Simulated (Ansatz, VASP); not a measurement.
# Ca3Si2N: VASP beside Ansatz

```
CELL_PARAMETERS angstrom
3.91319 0.00000 0.00000
0.00000 3.91319 0.00000
0.00000 0.00000 8.77754
ATOMIC_POSITIONS crystal
Ca 0.50000 0.50000 0.00000
Ca 0.00000 0.50000 0.35948
Ca 0.50000 0.00000 0.64052
Si 0.00000 0.50000 0.74568
Si 0.50000 0.00000 0.25432
N 0.00000 0.00000 0.00000
```

Change from the starting cell: species swapped into the Zr2CuSb3 type (P-4m2, No. 115).

Alike in both runs: functional PBE; k mesh 6 × 6 × 2; occupations gaussian, width 0.1 eV; no spin polarisation.

Ansatz relaxed the structure, and its values are those at the end. VASP's run is a single point on that final structure, the one shown.

```csv
,VASP,Ansatz
version,VASP 6.6.1,Ansatz 0.2.0
potentials or method,"VASP PAW PBE potentials, release 64 (Ca_sv, Si, N), cutoff 520 eV","scalar-relativistic, plane waves, PAW"
valence electrons in the cell,43,43
```

Ansatz gave:

```
gap on the k mesh at the Fermi level (eV) : none
pressure (GPa)                            : 0.0
```

Question: Estimate VASP's values.

Answer: gap on the k mesh at the Fermi level (eV): none; pressure (GPa): 0.1.

A gap of «none» marks a metal or a gap that the smearing closes.
